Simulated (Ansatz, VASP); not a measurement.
**Pt: VASP beside Ansatz**

Contents of INCAR:

```
ALGO     = Fast           # electronic algorithm
EDIFF    = 1E-6           # SCF threshold, eV
ENCUT    = 520            # plane-wave cutoff, eV
GGA      = PE             # functional
ISIF     = 2              # what is computed and relaxed
ISMEAR   = 0              # smearing method
LASPH    = T              # aspherical terms in the spheres
LCHARG   = F              # write CHGCAR
LREAL    = F              # projectors in reciprocal space
LWAVE    = F              # write WAVECAR
NBANDS   = 17             # bands
NELM     = 80             # most SCF steps
PREC     = Accurate       # precision mode
SIGMA    = 0.15           # smearing width, eV
```

KPOINTS

```
k-points
0
Gamma
  18 18 10
```

The input POSCAR:

```
Pt
1.0
    3.1723205569      0.0000000000      0.0000000000
   -1.5861602785      2.7473101912      0.0000000000
    0.0000000000      0.0000000000      4.7813829983
Pt
2
Direct
    0.6666666667      0.3333333333      0.7500000000
    0.3333333333      0.6666666667      0.2500000000
```

Input for Ansatz:

```yaml
crystal:
  lattice:
    - [3.1723205569, 0.0, 0.0]
    - [-1.5861602785, 2.7473101912, 0.0]
    - [0.0, 0.0, 4.7813829983]
  atoms:
    - { symbol: Pt, position: [0.6666666667, 0.3333333333, 0.75] }
    - { symbol: Pt, position: [0.3333333333, 0.6666666667, 0.25] }
basis:
  ecutwfc: 420
kpoints:
  mp_grid: { grid: [18, 18, 10] }
hamiltonian:
  xc: pbe
scf:
  occupations: { method: gaussian, width: 0.15 }
output:
  forces: true
  stress: true
  eigenvalues: true
  write_density: true
  write_potential: true
  elf: true
  volumetric_format: npy
```

Change from the starting cell: normal strain along x +0.1500, normal strain along y +0.1500.

Alike in both runs: task single point; functional PBE; k mesh 18 × 18 × 10; occupations gaussian, width 0.15 eV; no spin polarisation.

```csv
,VASP,Ansatz
version,VASP 6.6.1,Ansatz 0.2.0
potentials or method,"VASP PAW PBE potentials, release 64 (Pt), cutoff 520 eV","scalar-relativistic, plane waves, PAW"
valence electrons in the cell,20,36
```

```csv
,VASP,Ansatz,Ansatz less VASP
gap on the k mesh at the Fermi level (eV),none,none,-
pressure (GPa),-30.2,-30.2,+0.06
"traceless stress, the component that is largest in VASP (GPa)",-0.65,-0.67,-0.012
```

A gap of «none» marks a metal or a gap that the smearing closes. Both programs put the cell under strong tension, so it lies far from rest at this level. VASP's potentials hold 20 valence electrons a cell and Ansatz's 36, so a difference there can come from the potentials and not from the codes.

Spin-orbit coupling is off throughout. Noted on VASP's run: the cell as given lies far from equilibrium.
